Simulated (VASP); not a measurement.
# HfO2 (P2_12_12) in VASP: notebook, part 2 of 2

VASP 6.6.1.

### Step 3. Electric field gradients, PBEsol

Input file INCAR:

```
PREC = Accurate
ENCUT = 520
EDIFF = 1E-8
ISMEAR = -1
SIGMA = 0.02
LREAL = F
LASPH = T
NELM = 60
ALGO = Normal
ISIF = 2
LWAVE = F
LCHARG = F
GGA = PS
LEFG = T
NBANDS = 56
```

Input file KPOINTS:

```
regular mesh
0
Gamma
  4 4 4
```

Input file POSCAR:

```
HfO2
1.0
    5.0803194000      0.0000000000      0.0000000000
    0.0000000000      5.1648674500      0.0000000000
    0.0000000000      0.0000000000      4.8908836500
Hf O
4 8
Direct
    0.2774091800      0.2817995800      0.7279320600
    0.7774091800      0.2182004200      0.2720679400
    0.7225908200      0.7182004200      0.7279320600
    0.2225908200      0.7817995800      0.2720679400
    0.5000000000      0.5000000000      0.4243750100
    0.0000000000      0.0000000000      0.5756249900
    0.5000000000      0.0000000000      0.5109455500
    0.0000000000      0.5000000000      0.4890544500
    0.3131846800      0.6636487800      0.8954653800
    0.8131846800      0.8363512200      0.1045346200
    0.6868153200      0.3363512200      0.8954653800
    0.1868153200      0.1636487800      0.1045346200
```

Potentials or basis: VASP PAW PBE potentials, release 64 (Hf_pv, O).

Launch:

```
cat potpaw_PBE.64/Hf_pv/POTCAR potpaw_PBE.64/O/POTCAR > POTCAR
mpirun -np 1 vasp_std > vasp.out
```

OUTCAR:

```text
PREC = Accurate
   ENCUT = 520
   EDIFF = 1E-8
   ISMEAR = -1
   LREAL = F
   LASPH = T
   NELM = 60
   ISIF = 2
   GGA = PS

 ion  position               nearest neighbor table
   1  0.277  0.282  0.728-  12 1.99   7 2.13   9 2.14   8 2.15   6 2.16   5 2.18  11 2.25   3 3.19
                             2 3.40   2 3.40   4 3.42   4 3.42   3 3.61   3 3.69   2 3.69   2 3.69
   2  0.777  0.218  0.272-  11 1.99   8 2.13  10 2.14   7 2.15   5 2.16   6 2.18  12 2.25   4 3.19
                             1 3.40   1 3.40   3 3.42   3 3.42   4 3.61   4 3.69   1 3.69   1 3.69
   3  0.723  0.718  0.728-  10 1.99   7 2.13  11 2.14   8 2.15   6 2.16   5 2.18   9 2.25   1 3.19
                             4 3.40   4 3.40   2 3.42   2 3.42   1 3.61   1 3.69   4 3.69   4 3.69
   4  0.223  0.782  0.272-   9 1.99   8 2.13  12 2.14   7 2.15   5 2.16   6 2.18  10 2.25   2 3.19
                             3 3.40   3 3.40   1 3.42   1 3.42   2 3.61   2 3.69   3 3.69   3 3.69
   5  0.500  0.500  0.424-   2 2.16   4 2.16   3 2.18   1 2.18
   6  0.000  0.000  0.576-   1 2.16   3 2.16   2 2.18   4 2.18
   7  0.500  0.000  0.511-   1 2.13   3 2.13   2 2.15   4 2.15
   8  0.000  0.500  0.489-   2 2.13   4 2.13   3 2.15   1 2.15
   9  0.313  0.664  0.895-   4 1.99   1 2.14   3 2.25
  10  0.813  0.836  0.105-   3 1.99   2 2.14   4 2.25
  11  0.687  0.336  0.895-   2 1.99   3 2.14   1 2.25
  12  0.187  0.164  0.105-   1 1.99   4 2.14   2 2.25

  LATTYP: Found a simple orthorhombic cell.
 ALAT       =     4.8908836500
 B/A-ratio  =     1.0387324180
 C/A-ratio  =     1.0560192840

  Lattice vectors:

 A1 = (   0.0000000000,   0.0000000000,   4.8908836500)
 A2 = (   5.0803194000,   0.0000000000,   0.0000000000)
 A3 = (   0.0000000000,   5.1648674500,   0.0000000000)

Analysis of symmetry for initial positions (statically):
=====================================================================
 Subroutine PRICEL returns:
 Original cell was already a primitive cell.

 Routine SETGRP: Setting up the symmetry group for a
 simple orthorhombic supercell.

 Subroutine GETGRP returns: Found  4 space group operations
 (whereof  2 operations were pure point group operations)
 out of a pool of  8 trial point group operations.

The static configuration has the point symmetry C_2 .
 The point group associated with its full space group is D_2 .

Analysis of symmetry for dynamics (positions and initial velocities):
=====================================================================
 Subroutine PRICEL returns:
 Original cell was already a primitive cell.

 Routine SETGRP: Setting up the symmetry group for a
 simple orthorhombic supercell.

 Subroutine GETGRP returns: Found  4 space group operations
 (whereof  2 operations were pure point group operations)
 out of a pool of  8 trial point group operations.

The dynamic configuration has the point symmetry C_2 .
 The point group associated with its full space group is D_2 .

 Subroutine INISYM returns: Found  4 space group operations
 (whereof  2 operations are pure point group operations),
 and found     1 'primitive' translations

----------------------------------------------------------------------------------------

                                     Primitive cell
[... 172 lines left out ...]
      5     -25.5488      2.00000
      6     -25.4846      2.00000
[... 1405 lines left out ...]
     55      11.0755      0.00000
     56      11.0755      0.00000

 [... further k-points ...]

------------------------ aborting loop because EDIFF is reached ----------------------------------------

  FORCE on cell =-STRESS in cart. coord.  units (eV):
  Direction    XX          YY          ZZ          XY          YZ          ZX
  --------------------------------------------------------------------------------------
  -------------------------------------------------------------------------------------
  Total       -1.4718770     -1.3420812     -1.0501689      0.0000000      0.0000000      0.0000000
  in kB      -18.3757290    -16.7552856    -13.1108910      0.0000000      0.0000000      0.0000000
  external PRESSURE =     -16.0806352 kB  Pullay stress =       0.0000000 kB

 VOLUME and BASIS-vectors are now :
 -----------------------------------------------------------------------------
  energy-cutoff  :      520.00
  volume of cell :      128.33
      direct lattice vectors                 reciprocal lattice vectors
     5.080319400  0.000000000  0.000000000     0.196838018  0.000000000  0.000000000
     0.000000000  5.164867450  0.000000000     0.000000000  0.193615811  0.000000000
     0.000000000  0.000000000  4.890883650     0.000000000  0.000000000  0.204462030

 POSITION                                       TOTAL-FORCE (eV/Angst)
 -----------------------------------------------------------------------------------
      1.40933      1.45546      3.56023         0.006974      0.025849     -0.043915
      3.94949      1.12698      1.33065         0.006974     -0.025849      0.043915
      3.67099      3.70941      3.56023        -0.006974     -0.025849     -0.043915
      1.13083      4.03789      1.33065        -0.006974      0.025849      0.043915
      2.54016      2.58243      2.07557         0.000000     -0.000000     -0.012925
      0.00000      0.00000      2.81531         0.000000     -0.000000      0.012925
      2.54016      0.00000      2.49898         0.000000     -0.000000     -0.006636
      0.00000      2.58243      2.39191         0.000000     -0.000000      0.006636
      1.59108      3.42766      4.37962         0.045332     -0.041231     -0.065899
      4.13124      4.31964      0.51127         0.045332      0.041231      0.065899
      3.48924      1.73721      4.37962        -0.045332      0.041231     -0.065899
      0.94908      0.84522      0.51127        -0.045332     -0.041231      0.065899
 -----------------------------------------------------------------------------------
    total drift:                               -0.000000     -0.000000      0.000000

  FREE ENERGIE OF THE ION-ELECTRON SYSTEM (eV)
  ---------------------------------------------------
  free  energy   TOTEN  =      -126.4442948505 eV

  energy  without entropy=     -126.4442948505  energy(sigma->0) =     -126.44429485

 Electric field gradients (V/A^2)
---------------------------------------------------------------------
 ion       V_xx      V_yy      V_zz      V_xy      V_xz      V_yz
---------------------------------------------------------------------
   1     126.608   -35.452   -91.156  -107.905    35.531    30.399
   2     126.608   -35.452   -91.156   107.905   -35.531    30.399
   3     126.608   -35.452   -91.156  -107.905   -35.531   -30.399
   4     126.608   -35.452   -91.156   107.905    35.531   -30.399
   5      -9.077     4.633     4.443   -18.710    -0.000     0.000
   6      -9.077     4.633     4.443    18.710    -0.000     0.000
   7     -11.635     1.858     9.777     0.395     0.000    -0.000
   8     -11.635     1.858     9.777    -0.395    -0.000     0.000
   9      16.936     3.896   -20.832    25.429   -23.220    19.519
  10      16.936     3.896   -20.832   -25.429    23.220    19.519
  11      16.936     3.896   -20.832    25.429    23.220   -19.519
  12      16.936     3.896   -20.832   -25.429   -23.220   -19.519
---------------------------------------------------------------------

 Electric field gradients after diagonalization (V/A^2)
 (convention: |V_zz| > |V_xx| > |V_yy|)
----------------------------------------------------------------------
 ion       V_xx      V_yy      V_zz     asymmetry (V_yy - V_xx)/ V_zz
----------------------------------------------------------------------
   1    -133.884   -47.881   181.765       0.473
   2    -133.884   -47.881   181.765       0.473
   3    -133.884   -47.881   181.765       0.473
   4    -133.884   -47.881   181.765       0.473
   5      17.705     4.443   -22.148       0.599
   6      17.705     4.443   -22.148       0.599
   7       9.777     1.869   -11.647       0.679
   8       9.777     1.869   -11.647       0.679
   9      37.636    10.718   -48.354       0.557
  10      37.636    10.718   -48.354       0.557
  11      37.636    10.718   -48.354       0.557
  12      37.636    10.718   -48.354       0.557
----------------------------------------------------------------------

           NMR quadrupolar parameters

 Cq : quadrupolar parameter    Cq=e*Q*V_zz/h
 eta: asymmetry parameters     (V_yy - V_xx)/ V_zz
 Q  : nuclear electric quadrupole moment in mb (millibarn)
----------------------------------------------------------------------
 ion       Cq(MHz)       eta       Q (mb)
----------------------------------------------------------------------
   1       0.440       0.473       1.000
   2       0.440       0.473       1.000
   3       0.440       0.473       1.000
   4       0.440       0.473       1.000
   5      -0.054       0.599       1.000
   6      -0.054       0.599       1.000
   7      -0.028       0.679       1.000
   8      -0.028       0.679       1.000
   9      -0.117       0.557       1.000
  10      -0.117       0.557       1.000
  11      -0.117       0.557       1.000
  12      -0.117       0.557       1.000
----------------------------------------------------------------------
```

It took 6.7 min on 1 thread of Intel Xeon 8259CL, shared host; peak memory 0.31 GiB.

Results:

```yaml
Free_energy: -126.4443 eV
Pressure: -1.6 GPa
Largest_force: 0.090 eV/Å
Band_gap_on_the_k_mesh: 3.73 eV
Largest_electric_field_gradient_by_atom: Hf +181.8; O -22.1, -11.6, -48.4 (each value once) V/Å²
```

Forces on the atoms (eV/Å):
```
Hf   0.007  0.026 -0.044
Hf   0.007 -0.026  0.044
Hf  -0.007 -0.026 -0.044
Hf  -0.007  0.026  0.044
O    0.000  0.000 -0.013
O    0.000  0.000  0.013
O    0.000  0.000 -0.007
O    0.000  0.000  0.007
O    0.045 -0.041 -0.066
O    0.045  0.041  0.066
O   -0.045  0.041 -0.066
O   -0.045 -0.041  0.066
```

Stress tensor (GPa, compression positive):
```
-1.84  0.00  0.00
 0.00 -1.68  0.00
 0.00  0.00 -1.31
```

Levels at points of the mesh, in eV from the valence-band top:
```tsv
k point	band 42	band 43	band 44	band 45	band 46	band 47
(0.00, 0.00, 0.00)	-0.24	-0.15	-0.15	3.98	4.58	4.97
(0.50, 0.00, 0.00)	-0.57	-0.25	-0.25	4.53	4.53	5.51
(0.00, 0.50, 0.00)	-0.60	-0.22	-0.22	4.50	4.50	5.38
(0.50, 0.50, 0.00)	-0.89	-0.41	-0.41	4.92	4.92	5.62
(0.00, 0.00, 0.50)	-0.66	-0.04	0.00	3.73	4.78	5.40
(0.50, 0.00, 0.50)	-0.85	-0.22	-0.22	4.66	4.66	5.03
(0.00, 0.50, 0.50)	-0.78	-0.20	-0.20	4.62	4.62	5.14
(0.50, 0.50, 0.50)	-1.49	-0.28	-0.28	4.96	4.96	5.17
```

Electric field gradients, principal values (V/Å²):
```
atom    least    middle  greatest (by size)
1 Hf  -47.881  -133.884             181.765
2 Hf  -47.881  -133.884             181.765
3 Hf  -47.881  -133.884             181.765
4 Hf  -47.881  -133.884             181.765
 5 O    4.443    17.705             -22.148
 6 O    4.443    17.705             -22.148
 7 O    1.869     9.777             -11.647
 8 O    1.869     9.777             -11.647
 9 O   10.718    37.636             -48.354
10 O   10.718    37.636             -48.354
11 O   10.718    37.636             -48.354
12 O   10.718    37.636             -48.354
```

Caveat: without QUAD_EFG the Cq values of the log hold for a quadrupole moment of 1 mb, not for the nuclei; the PAW data sets were made with another functional, which shifts forces and pressure a little; spin-orbit coupling is left out, which moves the levels of the heavy elements. A k mesh can miss the band edges.
